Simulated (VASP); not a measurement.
Runs of VASP 6.6.1 on Pt. The structure is that of space group Fm-3m (No. 225), or close to it. The cells are those of the table. 

```csv
task,cell,cutoff (eV),gap on the mesh (eV),pressure (GPa)
relaxation of cell and atoms,"relaxed to 420 GPa from a = 2.389 Å, angles 60.0°, 1 atom",600,none,419.9
relaxation of cell and atoms,"relaxed to 420 GPa from a = 2.391 Å, angles 60.0°, 1 atom",600,none,420.0
single point,"a = 2.391 Å, angles 60.0°, 1 atom",520,none,423.7
single point,"a = 2.390 Å, angles 60.0°, 1 atom",520,none,(a)
```

Alike in all rows: level PBE; potentials or basis VASP PAW PBE potentials, release 64 (Pt); no spin polarisation; k mesh 19 × 19 × 19; smearing fermi-dirac 0.08 eV.

Question: Fill in the values left out.

Answer: (a) 424.5.

Caveats: spin-orbit coupling is left out, which moves the levels of the heavy elements; the cell is relaxed towards a set pressure, so the run minimises the enthalpy, not the energy (at least some runs); the cell stands under pressure (at least some runs).

A k mesh can miss the band edges, and the runs leave out spin-orbit coupling on Pt.

A gap of «none» marks levels without a gap at the run's occupations.
